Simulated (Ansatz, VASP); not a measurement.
# Two plane-wave programs on VSi2

```
V Si
1.0
     4.52175    0.00000    0.00000
    -2.26087    3.91595    0.00000
     0.00000    0.00000    6.32289
V Si
3 6
Direct
  0.50000 0.00000 0.00000
  0.50000 0.50000 0.66667
  0.00000 0.50000 0.33333
  0.16325 0.32650 0.00000
  0.83675 0.16325 0.66667
  0.67350 0.83675 0.33333
  0.83675 0.67350 0.00000
  0.16325 0.83675 0.66667
  0.32650 0.16325 0.33333
```

Alike in both runs: functional PBEsol; k mesh 12 × 12 × 6; occupations gaussian, width 0.1 eV; no spin polarisation.

Ansatz relaxed the structure, and its values are those at the end. VASP's run is a single point on that final structure, the one shown.

```csv
,VASP,Ansatz
version,VASP 6.6.1,Ansatz 0.2.0
potentials or method,"VASP PAW PBE potentials, release 64 (V_sv, Si), cutoff 520 eV","scalar-relativistic, plane waves, PAW"
valence electrons in the cell,63,63
```

```csv
,VASP,Ansatz,Ansatz less VASP
gap on the k mesh at the Fermi level (eV),none,none,-
pressure (GPa),0.3,0.0,-0.24
```

VASP's potentials were made for PBE, not for PBEsol. A gap of «none» marks a metal or a gap that the smearing closes.
